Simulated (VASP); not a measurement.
# Ru (P6_3/mmc) in VASP: relaxation of cell and atoms with r2SCAN

Aim: the relaxation of cell and atoms of Ru with r2SCAN.

Everything below comes from runs of VASP 6.6.1. Logs are shortened: lines on timing, memory, paths and dates and some standing lists are left out, and cuts for length are marked.

### 1 The cell of the first run

Symmetry: P6_3/mmc, No. 194, hexagonal system. Conventional cell: a = 2.708 Å, b = 2.708 Å, c = 4.268 Å, α = 90.00°, β = 90.00°, γ = 120.00°. Within 3.5 Å of Ru (site symmetry -6m2) lie 12 Ru at 2.65 to 2.71 Å.

### 2 Relaxation of cell and atoms, r2SCAN

Input file POSCAR:

```
Ru
1.0
    2.7078263433      0.0000000000      0.0000000000
   -1.3539131716      2.3450464023      0.0000000000
    0.0000000000      0.0000000000      4.2681017800
Ru
2
Direct
    0.3333333300      0.6666666700      0.2500000000
    0.6666666700      0.3333333300      0.7500000000
```

Input file INCAR.step1:

```
SYSTEM = Ru
PREC = Accurate ; ENCUT = 600
ISMEAR = 0 ; SIGMA = 0.1
LREAL = .FALSE. ; LASPH = .TRUE.
NELM = 80 ; GGA = PE
ALGO = Normal ; EDIFF = 1E-4
LWAVE = .TRUE. ; LCHARG = .FALSE.
```

Input file INCAR.step2:

```
SYSTEM = Ru
PREC = Accurate ; ENCUT = 600
EDIFF = 1E-6 ; ISMEAR = 0
SIGMA = 0.1 ; LREAL = .FALSE.
LASPH = .TRUE. ; NELM = 80
ALGO = Normal ; ISIF = 3
LWAVE = .FALSE. ; LCHARG = .FALSE.
METAGGA = R2SCAN ; LMIXTAU = .TRUE.
IBRION = 2 ; NSW = 100
EDIFFG = -0.01 ; ISTART = 1
```

Input file KPOINTS:

```
Automatic mesh
0
G
  18 18 10
  0 0 0
```

Potentials or basis: VASP PAW PBE potentials, release 64 (Ru_pv).

The run is started by

```sh
> cat potpaw_PBE.64/Ru_pv/POTCAR > POTCAR
> cp INCAR.step1 INCAR
> mpirun -np 1 vasp_std > vasp.out
> cp INCAR.step2 INCAR
> mpirun -np 1 vasp_std > vasp.out
```

OUTCAR:

```text
SYSTEM = Ru
   PREC = Accurate
   ENCUT = 600
   EDIFF = 1E-6
   ISMEAR = 0
   LREAL = .FALSE.
   LASPH = .TRUE.
   NELM = 80
   ISIF = 3
   METAGGA = R2SCAN
   IBRION = 2
   NSW = 100
   EDIFFG = -0.01
   ISTART = 1

 ion  position               nearest neighbor table
   1  0.333  0.667  0.250-   2 2.65   2 2.65   2 2.65   2 2.65   2 2.65   2 2.65
   2  0.667  0.333  0.750-   1 2.65   1 2.65   1 2.65   1 2.65   1 2.65   1 2.65

  LATTYP: Found a hexagonal cell.
 ALAT       =     2.7078263433
 C/A-ratio  =     1.5762095640

  Lattice vectors:

 A1 = (   2.7078263433,   0.0000000000,   0.0000000000)
 A2 = (  -1.3539131716,   2.3450464023,   0.0000000000)
 A3 = (   0.0000000000,   0.0000000000,   4.2681017800)

Analysis of symmetry for initial positions (statically):
=====================================================================
 Subroutine PRICEL returns:
 Original cell was already a primitive cell.

 Routine SETGRP: Setting up the symmetry group for a
 hexagonal supercell.

 Subroutine GETGRP returns: Found 24 space group operations
 (whereof 12 operations were pure point group operations)
 out of a pool of 24 trial point group operations.

The static configuration has the point symmetry D_3d.
 The point group associated with its full space group is D_6h.

Analysis of symmetry for dynamics (positions and initial velocities):
=====================================================================
 Subroutine PRICEL returns:
 Original cell was already a primitive cell.

 Routine SETGRP: Setting up the symmetry group for a
 hexagonal supercell.

 Subroutine GETGRP returns: Found 24 space group operations
 (whereof 12 operations were pure point group operations)
 out of a pool of 24 trial point group operations.

The dynamic configuration has the point symmetry D_3d.
 The point group associated with its full space group is D_6h.

 Subroutine INISYM returns: Found 24 space group operations
 (whereof 12 operations are pure point group operations),
 and found     1 'primitive' translations

----------------------------------------------------------------------------------------

                                     Primitive cell

  volume of cell :      27.1024

  direct lattice vectors                    reciprocal lattice vectors
     2.707826343  0.000000000  0.000000000     0.369299901  0.213215397  0.000000000
    -1.353913172  2.345046402  0.000000000     0.000000000  0.426430794  0.000000000
     0.000000000  0.000000000  4.268101780     0.000000000  0.000000000  0.234296193

  length of vectors
     2.707826343  2.707826343  4.268101780     0.426430794  0.426430794  0.234296193

  position of ions in fractional coordinates (direct lattice)
     0.333333330  0.666666670  0.250000000
     0.666666670  0.333333330  0.750000000

  ion indices of the primitive-cell ions
   primitive index   ion index
                 1           1
                 2           2

----------------------------------------------------------------------------------------

 KPOINTS: Automatic mesh

Automatic generation of k-mesh.
 Grid dimensions read from file:
 generate k-points for:   18   18   10

 Generating k-lattice:

  Cartesian coordinates                     Fractional coordinates (reciprocal lattice)
     0.020516661  0.011845300  0.000000000     0.055555556  0.000000000  0.000000000
     0.000000000  0.023690600  0.000000000     0.000000000  0.055555556  0.000000000
     0.000000000  0.000000000  0.023429619     0.000000000  0.000000000  0.100000000

  Length of vectors
     0.023690600  0.023690600  0.023429619

  Shift w.r.t. Gamma in fractional coordinates (k-lattice)
     0.000000000  0.000000000  0.000000000

 Subroutine IBZKPT returns following result:
 ===========================================

 Found    222 irreducible k-points:

 Following reciprocal coordinates:
            Coordinates               Weight
  0.000000  0.000000  0.000000      1.000000
  0.055556 -0.000000  0.000000      6.000000
  0.111111 -0.000000  0.000000      6.000000
  0.166667  0.000000  0.000000      6.000000
  0.222222 -0.000000  0.000000      6.000000
  0.277778 -0.000000  0.000000      6.000000
[... 16 lines left out ...]
  0.333333  0.111111  0.000000     12.000000
  0.388889  0.111111  0.000000     12.000000
 [... further k-points ...]
   k-points           NKPTS =    222   k-points in BZ     NKDIM =    222   number of bands    NBANDS=     18
   number of dos      NEDOS =    301   number of ions     NIONS =      2
   total plane-waves  NPLWV =  20736
   dimension x,y,z NGX =    24 NGY =   24 NGZ =   36
   dimension x,y,z NGXF=    48 NGYF=   48 NGZF=   72
   ions per type =               2
   NGX,Y,Z   is equivalent  to a cutoff of  14.73, 14.73, 14.02 a.u.
   NGXF,Y,Z  is equivalent  to a cutoff of  29.47, 29.47, 28.04 a.u.
 SYSTEM =  Ru
   PREC   = accura    normal or accurate (medium, high low for compatibility)
   ISTART =      1    job   : 0-new  1-cont  2-samecut
   ICHARG =      0    charge: 1-file 2-atom 10-const
   ISPIN  =      1    spin polarized calculation?
   LNONCOLLINEAR =      F non collinear calculations
   LSORBIT =      F    spin-orbit coupling
   LASPH  =      T    aspherical Exc in radial PAW
   ENCUT  =  600.0 eV  44.10 Ry    6.64 a.u.   5.41  5.41  8.52*2*pi/ulx,y,z
   NELM   =     80;   NELMIN=  2; NELMDL=  0     # of ELM steps
   EDIFF  = 0.1E-05   stopping-criterion for ELM
   LREAL  =      F    real-space projection
   EDIFFG = -.1E-01   stopping-criterion for IOM
   NSW    =    100    number of steps for IOM
   IBRION =      2    ionic relax: 0-MD 1-quasi-New 2-CG
   NFREE  =      1    steps in history (QN), initial steepest desc. (CG)
   ISIF   =      3    stress and relaxation
   ISYM   =      2    0-nonsym 1-usesym 2-fastsym
   POTIM  = 0.5000    time-step for ionic-motion
   TEBEG  =    0.0;   TEEND  =   0.0 temperature during run
   PSTRESS=    0.0 pullay stress
   NELECT =      28.0000    total number of electrons
   NUPDOWN=      -1.0000    fix difference up-down
   EMIN   =  10.00;   EMAX   =-10.00  energy-range for DOS
   EFERMI =   0.00;   METHOD = LEGACY
   ISMEAR =     0;   SIGMA  =   0.10  broadening in eV -4-tet -1-fermi 0-gaus
   EFERMI_NEDOS =   21; number of points for ismear=-14 and -15
   IALGO  =     38    algorithm
   IMIX   =      4    mixing-type and parameters
     AMIX     =   0.40;   BMIX     =  1.00
     AMIX_MAG =   1.60;   BMIX_MAG =  1.00
  volume/ion in A,a.u.               =      13.55        91.45
  Fermi-wavevector in a.u.,A,eV,Ry     =   1.654977  3.127452 37.265640  2.738947
  Thomas-Fermi vector in A             =   2.743152
   LORBIT       =      0    0 simple, 1 ext, 2 COOP (PROOUT), +10 PAW based schemes
   METAGGA = R2SCAN    functional components
   LHFCALC =     F    Hartree Fock is set to
   AEXX    =    0.0000 exact exchange contribution
   IVDW    =     0    specifies the selected vdW correction
   LEPSILON=     F    determine dielectric tensor
   LRPA    =     F    only Hartree local field effects (RPA)
 conjugate gradient relaxation of ions
 non-spin polarized calculation
 Gauss-broadening in eV      SIGMA  =   0.10
  energy-cutoff  :      600.00
  volume of cell :       27.10
 maximum number of plane-waves:       935
 NGX is ok and might be reduce to    24
   NGX = 11   NGY = 11   NGZ = 17

--------------------------------------- Ionic step        1  -------------------------------------------

 number of electron      28.0000001 magnetization

 Free energy of the ion-electron system (eV)
  ---------------------------------------------------
  ext. energy  EPLUGINS =         0.00000000
  ---------------------------------------------------
  free energy    TOTEN  =       -50.85709333 eV

  energy without entropy =      -50.84821086  energy(sigma->0) =      -50.85265210

------------------------ aborting loop because EDIFF is reached ----------------------------------------

  FORCE on cell =-STRESS in cart. coord.  units (eV):
  Direction    XX          YY          ZZ          XY          YZ          ZX
  --------------------------------------------------------------------------------------
  -------------------------------------------------------------------------------------
  Total       -0.0329703     -0.0329703      0.0926758     -0.0000000      0.0000000      0.0000000
  in kB       -1.9490668     -1.9490668      5.4786034     -0.0000000      0.0000000      0.0000000
  external PRESSURE =       0.5268232 kB  Pullay stress =       0.0000000 kB
[... 129 lines left out ...]
  energy  without entropy=      -50.8482943641  energy(sigma->0) =      -50.85271534

--------------------------------------- Ionic step        5  -------------------------------------------

 number of electron      28.0000001 magnetization

 Free energy of the ion-electron system (eV)
  ---------------------------------------------------
  ext. energy  EPLUGINS =         0.00000000
  ---------------------------------------------------
  free energy    TOTEN  =       -50.85716382 eV

  energy without entropy =      -50.84830319  energy(sigma->0) =      -50.85273350

 E-fermi :  12.7553     XC(G=0): -15.4212

 val. band max:       12.7544432416   @ k =   0.1667   0.1111   0.3000
 cond. band min:      12.7759861674   @ k =   0.0556  -0.0000   0.1000
 fundamental gap:      0.0215429259
 Fermi energy:        12.7553137940

 k-point     1 :       0.0000    0.0000    0.0000
  band No.  band energies     occupation
      1     -32.3329      2.00000
      2     -31.3197      2.00000
      3     -31.3197      2.00000
      4     -31.1335      2.00000
      5     -31.1335      2.00000
      6     -31.0860      2.00000
[... 10 lines left out ...]
     17      13.9988      0.00000
     18      14.1417      0.00000
[... 466 lines left out ...]
      2     -31.8749      2.00000
      3     -31.8104      2.00000
      4     -31.6085      2.00000
      5     -31.4028      2.00000
      6     -31.3187      2.00000
[... 10 lines left out ...]
     17      16.6814      0.00000
     18      20.5160      0.00000

 [... further k-points ...]

------------------------ aborting loop because EDIFF is reached ----------------------------------------

  FORCE on cell =-STRESS in cart. coord.  units (eV):
  Direction    XX          YY          ZZ          XY          YZ          ZX
  --------------------------------------------------------------------------------------
  -------------------------------------------------------------------------------------
  Total        0.0007076      0.0007076     -0.0026181      0.0000000      0.0000000      0.0000000
  in kB        0.0418288      0.0418288     -0.1547759      0.0000000      0.0000000      0.0000000
  external PRESSURE =      -0.0237061 kB  Pullay stress =       0.0000000 kB
[... 17 lines left out ...]
  FREE ENERGIE OF THE ION-ELECTRON SYSTEM (eV)
  ---------------------------------------------------
  free  energy   TOTEN  =       -50.8571638200 eV

  energy  without entropy=      -50.8483031883  energy(sigma->0) =      -50.85273350

 reached required accuracy - stopping structural energy minimisation
```

Run time: 28 min. Hardware: 1 thread of Intel Xeon 8259CL, shared host; peak memory 0.26 GiB.

Results:

```yaml
Free_energy: -50.8572 eV
Energy_gained_by_relaxing: 0.0 meV/atom
Ionic_steps: 5
Pressure_after_relaxing: 0.0 GPa
Band_gap_on_the_k_mesh: zero (bands 14 and 15 overlap by 3.27 eV)
```

Final structure:
```
Ru
1.0
     2.70627    0.00000    0.00000
    -1.35313    2.34370    0.00000
     0.00000    0.00000    4.27297
Ru
2
Direct
  0.33333 0.66667 0.25000
  0.66667 0.33333 0.75000
```

Levels at points of the mesh, in eV from the Fermi level:
```tsv
k point	band 12	band 13	band 14	band 15	band 16	band 17
(0.00, 0.00, 0.00)	-1.99	-1.99	-1.47	-1.47	1.24	1.24
(0.50, 0.00, 0.00)	-1.87	-1.56	1.48	1.92	2.01	4.25
(0.00, 0.00, 0.50)	-2.89	-2.81	-2.81	0.57	0.57	0.57
(0.50, 0.00, 0.50)	-1.11	0.47	0.47	1.75	1.75	3.55
```

Caveat: the PAW data sets were made with another functional, which shifts forces and pressure a little.

The gap in the log of VASP goes by the Fermi energy; the results here count the filled bands.